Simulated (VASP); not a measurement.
Runs of VASP 6.6.1 on SnRu. The structure is that of space group P-6m2 (No. 187), or close to it. The cells are those of the table. 

| task | spin | cell | k mesh | cutoff (eV) | gap on the mesh (eV) | pressure (GPa) | relaxed volume (Å³/atom) |
| --- | --- | --- | --- | --- | --- | --- | --- |
| relaxation of cell and atoms | off | relaxed from a = 3.092, b = 3.092, c = 5.049 Å, angles 90.0, 90.0, 120.0°, 2 atoms | 6 × 6 × 4 | 600 | none | 0.0 | (a) |
| single point | off | a = 3.216, b = 3.216, c = 4.005 Å, angles 90.0, 90.0, 120.0°, 2 atoms | 18 × 18 × 14 | 520 | none | 0.0 | - |
| relaxation of cell and atoms | off | relaxed from a = 3.247, b = 3.247, c = 3.934 Å, angles 90.0, 90.0, 120.0°, 2 atoms | 18 × 18 × 14 | 600 | none | 0.0 | 17.94 |
| single point | off | a = 3.247, b = 3.247, c = 3.934 Å, angles 90.0, 90.0, 120.0°, 2 atoms | 6 × 6 × 4 | 520 | none | 0.4 | - |
| single point | off | a = 3.092, b = 3.092, c = 5.049 Å, angles 90.0, 90.0, 120.0°, 2 atoms | 6 × 6 × 4 | 520 | none | -14.9 | - |
| single point | collinear, ferromagnetic start | a = 3.247, b = 3.247, c = 3.934 Å, angles 90.0, 90.0, 120.0°, 2 atoms | 6 × 6 × 4 | 520 | none | 0.4 | - |

Alike in all rows: level PBE; potentials or basis VASP PAW PBE potentials, release 64 (Sn_d, Ru_pv); smearing gaussian 0.1 eV.

Fill in the values left out.

(a) 18.02.

Caveats: some runs use coarse meshes; spin-orbit coupling is left out, which moves the levels of the heavy elements.

A k mesh can miss the band edges, and the runs leave out spin-orbit coupling on Ru, Sn.

A gap of «none» marks levels without a gap at the run's occupations.
